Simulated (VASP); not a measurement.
# C (I4_1/amd) in VASP: notebook

The runs below take C through single point, with PBEsol.

All numbers are computed with VASP 6.6.1; they aren't measurements. Logs are shortened: lines on timing, memory, paths and dates and some standing lists are left out, and cuts for length are marked.

## 1. The cell of the first run

The structure is tetragonal, space group I4_1/amd (No. 141). Conventional cell: a = 2.443 Å, b = 2.443 Å, c = 3.801 Å, α = 90.00°, β = 90.00°, γ = 90.00°. Within 2.1 Å of C (site symmetry -4m2) lie 4 C at 1.55 Å.

## 2. Single point, PBEsol

File INCAR:

```
SYSTEM = C
PREC     = Accurate       ! precision mode
ENCUT    = 520            ! plane-wave cutoff, eV
EDIFF    = 1E-6           ! SCF threshold, eV
ISMEAR   = 0              ! smearing method
SIGMA    = 0.05           ! smearing width, eV
LREAL    = .False.        ! projectors in reciprocal space
LASPH    = .True.         ! aspherical terms in the spheres
NELM     = 80             ! most SCF steps
ALGO     = Normal         ! electronic algorithm
ISIF     = 2              ! what is computed and relaxed
LWAVE    = .False.        ! write WAVECAR
LCHARG   = .False.        ! write CHGCAR
GGA      = PS             ! functional
NBANDS   = 11             ! bands
```

File KPOINTS:

```
regular mesh
0
Gamma
  12 12 12
  0 0 0
```

File POSCAR:

```
C
1.0
    0.0000000000      1.7276318446      1.9003950290
    1.7276318446      0.0000000000      1.9003950290
    1.7276318446      1.7276318446      0.0000000000
C
2
Direct
    0.5000000000      0.5000000000      0.5000000000
    0.7500000000      0.7500000000      0.7500000000
```

Potentials or basis: VASP PAW PBE potentials, release 64 (C).

Launch:

```console
$ cat potpaw_PBE.64/C/POTCAR > POTCAR
$ mpirun -np 1 vasp_std > vasp.out
```

OUTCAR:

```text
SYSTEM = C
   PREC = Accurate
   ENCUT = 520
   EDIFF = 1E-6
   ISMEAR = 0
   LREAL = .False.
   LASPH = .True.
   NELM = 80
   ISIF = 2
   GGA = PS

 ion  position               nearest neighbor table
   1  0.500  0.500  0.500-   2 1.55   2 1.55   2 1.55   2 1.55
   2  0.750  0.750  0.750-   1 1.55   1 1.55   1 1.55   1 1.55

  LATTYP: Found a body centered tetragonal cell.
 ALAT       =     2.4432403854
 C/A-ratio  =     1.5556349186

  Lattice vectors:

 A1 = (  -1.7276318446,   0.0000000000,   1.9003950290)
 A2 = (   1.7276318446,   0.0000000000,   1.9003950290)
 A3 = (   0.0000000000,   1.7276318446,  -1.9003950290)

Analysis of symmetry for initial positions (statically):
=====================================================================
 Subroutine PRICEL returns:
 Original cell was already a primitive cell.

 Routine SETGRP: Setting up the symmetry group for a
 body centered tetragonal supercell.

 Subroutine GETGRP returns: Found 16 space group operations
 (whereof  8 operations were pure point group operations)
 out of a pool of 16 trial point group operations.

The static configuration has the point symmetry D_2d.
 The point group associated with its full space group is D_4h.

Analysis of symmetry for dynamics (positions and initial velocities):
=====================================================================
 Subroutine PRICEL returns:
 Original cell was already a primitive cell.

 Routine SETGRP: Setting up the symmetry group for a
 body centered tetragonal supercell.

 Subroutine GETGRP returns: Found 16 space group operations
 (whereof  8 operations were pure point group operations)
 out of a pool of 16 trial point group operations.

The dynamic configuration has the point symmetry D_2d.
 The point group associated with its full space group is D_4h.

 Subroutine INISYM returns: Found 16 space group operations
 (whereof  8 operations are pure point group operations),
 and found     1 'primitive' translations

----------------------------------------------------------------------------------------

                                     Primitive cell

  volume of cell :      11.3443

  direct lattice vectors                    reciprocal lattice vectors
     0.000000000  1.727631845  1.900395029    -0.289413512  0.289413512  0.263103193
     1.727631845  0.000000000  1.900395029     0.289413512 -0.289413512  0.263103193
     1.727631845  1.727631845  0.000000000     0.289413512  0.289413512 -0.263103193

  length of vectors
     2.568309377  2.568309377  2.443240385     0.486563102  0.486563102  0.486563102
[... 85 lines left out ...]
   IBRION =     -1    ionic relax: 0-MD 1-quasi-New 2-CG
   NFREE  =      0    steps in history (QN), initial steepest desc. (CG)
   ISIF   =      2    stress and relaxation
   ISYM   =      2    0-nonsym 1-usesym 2-fastsym
   POTIM  = 0.5000    time-step for ionic-motion
   TEBEG  =    0.0;   TEEND  =   0.0 temperature during run
   PSTRESS=    0.0 pullay stress
   NELECT =       8.0000    total number of electrons
   NUPDOWN=      -1.0000    fix difference up-down
   EMIN   =  10.00;   EMAX   =-10.00  energy-range for DOS
   EFERMI =   0.00;   METHOD = LEGACY
   ISMEAR =     0;   SIGMA  =   0.05  broadening in eV -4-tet -1-fermi 0-gaus
   EFERMI_NEDOS =   21; number of points for ismear=-14 and -15
   IALGO  =     38    algorithm
   IMIX   =      4    mixing-type and parameters
     AMIX     =   0.40;   BMIX     =  1.00
     AMIX_MAG =   1.60;   BMIX_MAG =  1.00
  volume/ion in A,a.u.               =       5.67        38.28
  Fermi-wavevector in a.u.,A,eV,Ry     =   1.457178  2.753668 28.890189  2.123369
  Thomas-Fermi vector in A             =   2.574010
   LORBIT       =      0    0 simple, 1 ext, 2 COOP (PROOUT), +10 PAW based schemes
   GGA     = PS    functional components
   LHFCALC =     F    Hartree Fock is set to
   AEXX    =    0.0000 exact exchange contribution
   IVDW    =     0    specifies the selected vdW correction
   LEPSILON=     F    determine dielectric tensor
   LRPA    =     F    only Hartree local field effects (RPA)
 non-spin polarized calculation
 Gauss-broadening in eV      SIGMA  =   0.05
  energy-cutoff  :      520.00
  volume of cell :       11.34
 maximum number of plane-waves:       336
   NGX =  9   NGY =  9   NGZ =  9

 number of electron       8.0000000 magnetization

 Free energy of the ion-electron system (eV)
  ---------------------------------------------------
  ext. energy  EPLUGINS =         0.00000000
  ---------------------------------------------------
  free energy    TOTEN  =       -19.03916000 eV

  energy without entropy =      -19.03916000  energy(sigma->0) =      -19.03916000

 E-fermi :  10.5044     XC(G=0): -13.4432

 val. band max:       10.2558893239   @ k =   0.0000   0.0000   0.0000
 cond. band min:      13.1008537825   @ k =   0.3333   0.0000   0.3333
 fundamental gap:      2.8449644586
 Fermi energy:        10.5043629237

 k-point     1 :       0.0000    0.0000    0.0000
  band No.  band energies     occupation
      1     -11.7986      2.00000
      2       8.6610      2.00000
      3      10.2559      2.00000
      4      10.2559      2.00000
      5      14.9622      0.00000
      6      14.9622      0.00000
      7      16.1202      0.00000
      8      22.8759      0.00000
      9      28.7761      0.00000
     10      32.9331      0.00000
     11      33.9575      0.00000
[... 309 lines left out ...]
 k-point    24 :      -0.4167    0.1667    0.0000
  band No.  band energies     occupation
      1      -5.4335      2.00000
      2      -3.0645      2.00000
      3       3.2461      2.00000
      4       7.1108      2.00000
      5      18.0696      0.00000
      6      20.0486      0.00000
      7      20.1965      0.00000
      8      25.1317      0.00000
      9      29.6731      0.00000
     10      33.6400      0.00000
     11      33.9960      0.00000

 [... further k-points ...]
[... 5 lines left out ...]
  --------------------------------------------------------------------------------------
  -------------------------------------------------------------------------------------
  Total        2.0141217      2.0141217     -4.7808088      0.0000000     -0.0000000      0.0000000
  in kB      284.4592140    284.4592140   -675.2050374      0.0000000     -0.0000000      0.0000000
  external PRESSURE =     -35.4288698 kB  Pullay stress =       0.0000000 kB

 VOLUME and BASIS-vectors are now :
 -----------------------------------------------------------------------------
  energy-cutoff  :      520.00
  volume of cell :       11.34
      direct lattice vectors                 reciprocal lattice vectors
     0.000000000  1.727631845  1.900395029    -0.289413512  0.289413512  0.263103193
     1.727631845  0.000000000  1.900395029     0.289413512 -0.289413512  0.263103193
     1.727631845  1.727631845  0.000000000     0.289413512  0.289413512 -0.263103193

 POSITION                                       TOTAL-FORCE (eV/Angst)
 -----------------------------------------------------------------------------------
      1.72763      1.72763      1.90040         0.000000      0.000000     -0.000000
      2.59145      2.59145      2.85059         0.000000      0.000000      0.000000
 -----------------------------------------------------------------------------------
    total drift:                                0.000000     -0.000000      0.000000

  FREE ENERGIE OF THE ION-ELECTRON SYSTEM (eV)
  ---------------------------------------------------
  free  energy   TOTEN  =       -19.0391600002 eV

  energy  without entropy=      -19.0391600002  energy(sigma->0) =      -19.03916000
```

OSZICAR:

```text
N       E                     dE             d eps       ncg     rms          rms(c)
DAV:   1    -0.166236755900E+00   -0.16624E+00   -0.47751E+03  3757   0.697E+02
DAV:   2    -0.193486363810E+02   -0.19182E+02   -0.18453E+02  4641   0.127E+02
DAV:   3    -0.196877094660E+02   -0.33907E+00   -0.33836E+00  4217   0.129E+01
DAV:   4    -0.196882337461E+02   -0.52428E-03   -0.52427E-03  3835   0.624E-01
DAV:   5    -0.196882343175E+02   -0.57148E-06   -0.57147E-06  4115   0.197E-02    0.555E+00
DAV:   6    -0.192065705060E+02    0.48166E+00   -0.24585E-01  3736   0.344E+00    0.327E+00
DAV:   7    -0.190386146766E+02    0.16796E+00   -0.29538E-01  3894   0.380E+00    0.680E-01
DAV:   8    -0.190391352653E+02   -0.52059E-03   -0.72485E-03  3826   0.670E-01    0.291E-02
DAV:   9    -0.190391521672E+02   -0.16902E-04   -0.14655E-05  4267   0.347E-02    0.211E-02
DAV:  10    -0.190391601539E+02   -0.79866E-05   -0.33421E-06  3874   0.160E-02    0.430E-03
DAV:  11    -0.190391600002E+02    0.15365E-06   -0.80337E-08  2077   0.248E-03
   1 F= -.19039160E+02 E0= -.19039160E+02  d E =-.614657E-15
```

stdout:

```text
POSCAR found type information on POSCAR C
 POSCAR found :  1 types and       2 ions
 scaLAPACK will be used
 -----------------------------------------------------------------------------
|                                                                             |
|                                                                             |
|     You enforced a specific xc type in the INCAR file but a different       |
|     I HOPE YOU KNOW WHAT YOU ARE DOING!                                     |
|                                                                             |
 -----------------------------------------------------------------------------

 LDA part: xc-table for (Slater+PW92), standard interpolation
 POSCAR, INCAR and KPOINTS ok, starting setup
 FFT: planning ... GRIDC
 FFT: planning ... GRID_SOFT
 FFT: planning ... GRID
 WAVECAR not read
 entering main loop
```

Wall time 7.6 s (1 thread of Intel Xeon 6975P-C (Granite Rapids), shared host); peak memory 0.12 GiB.

Results:

* Free energy: -19.0392 eV
* Pressure: -3.5 GPa
* Band gap on the k mesh: 2.85 eV, indirect (least direct gap 4.71 eV)

Stress tensor (GPa, compression positive):
```
 28.45   0.00   0.00
  0.00  28.45   0.00
  0.00   0.00 -67.52
```

Caveat: the PAW data sets were made with another functional, which shifts forces and pressure a little. A k mesh can miss the band edges.

## 3. Single point, PBEsol

This run uses another cell than the first one, of the same volume but with other edges.

File INCAR:

```
  PREC = Accurate
  ENCUT = 520
  EDIFF = 1E-6
  ISMEAR = 0
  SIGMA = 0.05
  LREAL = False
  LASPH = True
  NELM = 60
  ALGO = Normal
  ISIF = 2
  LWAVE = False
  LCHARG = False
  GGA = PS
  NBANDS = 11
```

File KPOINTS:

```
Automatic mesh
0
Gamma
  12 12 12
```

File POSCAR:

```
C
1.0
    0.0000000000      1.8078331732      1.7355198462
    1.8078331732      0.0000000000      1.7355198462
    1.8078331732      1.8078331732      0.0000000000
C
2
Direct
    0.5000000000      0.5000000000      0.5000000000
    0.7500000000      0.7500000000      0.7500000000
```

Potentials or basis: VASP PAW PBE potentials, release 64 (C).

Launch:

```console
$ cat potpaw_PBE.64/C/POTCAR > POTCAR
$ mpirun -np 1 vasp_std > vasp.out
```

It took 8.1 s on 1 thread of Intel Xeon 6975P-C (Granite Rapids), shared host; peak memory 0.12 GiB.

Results (log left out):

| Item | Value |
| --- | --- |
| Free energy | -19.2137 eV |
| Pressure | -3.8 GPa |
| Band gap on the k mesh | 3.02 eV, indirect (least direct gap 4.83 eV) |

Stress tensor (GPa, compression positive):
```
-15.72   0.00   0.00
  0.00 -15.72   0.00
  0.00   0.00  20.18
```

Levels at points of the mesh, in eV from the valence-band top:
```csv
k point,band 1,band 2,band 3,band 4,band 5,band 6,band 7,band 8
"(0.00, 0.00, 0.00)",-21.91,-0.59,-0.59,0.00,4.83,5.33,5.33,12.95
"(0.50, 0.00, 0.00)",-16.07,-13.85,-3.56,-2.85,7.55,7.81,9.06,15.12
"(0.50, 0.50, 0.00)",-12.73,-12.73,-7.12,-7.12,3.58,3.58,16.52,16.52
"(0.50, 0.00, 0.50)",-13.38,-13.38,-6.51,-6.51,4.54,4.54,16.24,16.24
```

Caveat: the PAW data sets were made with another functional, which shifts forces and pressure a little. A k mesh can miss the band edges.

## 4. Single point, PBEsol

File INCAR:

```
PREC = Accurate
ENCUT = 520
EDIFF = 1E-7
ISMEAR = 0
SIGMA = 0.05
LREAL = F
LASPH = T
NELM = 100
ALGO = Normal
ISIF = 2
LWAVE = F
LCHARG = T
GGA = PS
LELF = T
LVHAR = T
NBANDS = 11
```

KPOINTS is that of step 3.

File POSCAR:

```
C
1.0
    0.0000000000      1.7546304530      1.8423619757
    1.7546304530      0.0000000000      1.8423619757
    1.7546304530      1.7546304530      0.0000000000
C
2
Direct
    0.5000000000      0.5000000000      0.5000000000
    0.7500000000      0.7500000000      0.7500000000
```

Launch:

```console
$ cat potpaw_PBE.64/C/POTCAR > POTCAR
$ mpirun -np 1 vasp_std > vasp.out
```

Run time: 7.9 s. Hardware: 1 thread of Intel Xeon 6975P-C (Granite Rapids), shared host; peak memory 0.12 GiB.

The run converged. Its results:

| Item | Value |
| --- | --- |
| Free energy | -19.1955 eV |
| Pressure | -3.7 GPa |
| Band gap on the k mesh | 3.42 eV, indirect (least direct gap 5.10 eV) |

Stress tensor (GPa, compression positive):
```
 11.97   0.00   0.00
  0.00  11.97   0.00
  0.00   0.00 -35.12
```

Levels at points of the mesh, in eV from the valence-band top:
| k point | band 1 | band 2 | band 3 | band 4 | band 5 | band 6 | band 7 | band 8 | band 9 |
| --- | --- | --- | --- | --- | --- | --- | --- | --- | --- |
| (0.00, 0.00, 0.00) | -21.78 | -0.78 | 0.00 | 0.00 | 5.10 | 5.10 | 5.70 | 13.06 | 18.72 |
| (0.50, 0.00, 0.00) | -15.94 | -13.72 | -3.52 | -2.61 | 7.27 | 8.33 | 9.21 | 15.25 | 21.33 |
| (0.50, 0.50, 0.00) | -13.53 | -13.53 | -6.10 | -6.10 | 5.11 | 5.11 | 16.33 | 16.33 | 22.32 |
| (0.50, 0.00, 0.50) | -12.77 | -12.77 | -6.82 | -6.82 | 3.98 | 3.98 | 16.48 | 16.48 | 22.94 |

Caveat: the PAW data sets were made with another functional, which shifts forces and pressure a little. A k mesh can miss the band edges.

## 5. Overview

| cell | gap on the mesh (eV) | pressure (GPa) |
| --- | --- | --- |
| a = 2.568, b = 2.568, c = 2.443 Å, angles 61.6, 61.6, 56.8°, 2 atoms | 2.85 | -3.5 |
| a = 2.506, b = 2.506, c = 2.557 Å, angles 59.3, 59.3, 61.3°, 2 atoms | 3.02 | -3.8 |
| a = 2.544, b = 2.544, c = 2.481 Å, angles 60.8, 60.8, 58.4°, 2 atoms | 3.42 | -3.7 |

Alike in all rows: task single point; level PBEsol; potentials or basis VASP PAW PBE potentials, release 64 (C); no spin polarisation; k mesh 12 × 12 × 12; cutoff (eV) 520; smearing gaussian 0.05 eV.

Caveats: the PAW data sets were made with another functional, which shifts forces and pressure a little.

Total energies depend on the potentials used, so only differences within one code and one set of settings carry meaning.
